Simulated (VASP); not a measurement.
Runs of VASP 6.6.1 on NaI. The structure is that of space group Fm-3m (No. 225), or close to it. The cells are those of the table. 

```csv
cell,gap on the mesh (eV),pressure (GPa)
"a = 4.646, b = 4.646, c = 4.577 Å, angles 60.5, 60.5, 59.0°, 2 atoms",3.42,(b)
"a = 4.680, b = 4.680, c = 4.714 Å, angles 59.8, 59.8, 60.5°, 2 atoms",3.33,-1.4
"a = 4.612, b = 4.612, c = 4.508 Å, angles 60.7, 60.7, 58.5°, 2 atoms",3.48,-0.4
"a = 4.577, b = 4.577, c = 4.508 Å, angles 60.5, 60.5, 59.0°, 2 atoms",3.53,-0.2
"a = 4.611, b = 4.611, c = 4.577 Å, angles 60.2, 60.2, 59.5°, 2 atoms",3.46,-0.7
"a = 4.611, b = 4.611, c = 4.646 Å, angles 59.8, 59.8, 60.5°, 2 atoms",(a),-0.9
"a = 4.680, b = 4.680, c = 4.646 Å, angles 60.2, 60.2, 59.5°, 2 atoms",3.35,-1.2
```

Alike in all rows: task single point; level PBEsol; potentials or basis VASP PAW PBE potentials, release 64 (Na_pv, I); no spin polarisation; k mesh 6 × 6 × 6; cutoff (eV) 520; smearing gaussian 0.05 eV.

Question: Estimate the missing entries.

Answer: (a) 3.43; (b) -0.8.

Caveats: the PAW data sets were made with another functional, which shifts forces and pressure a little; spin-orbit coupling is left out, which moves the levels of the heavy elements.

A k mesh can miss the band edges, and the runs leave out spin-orbit coupling on I.
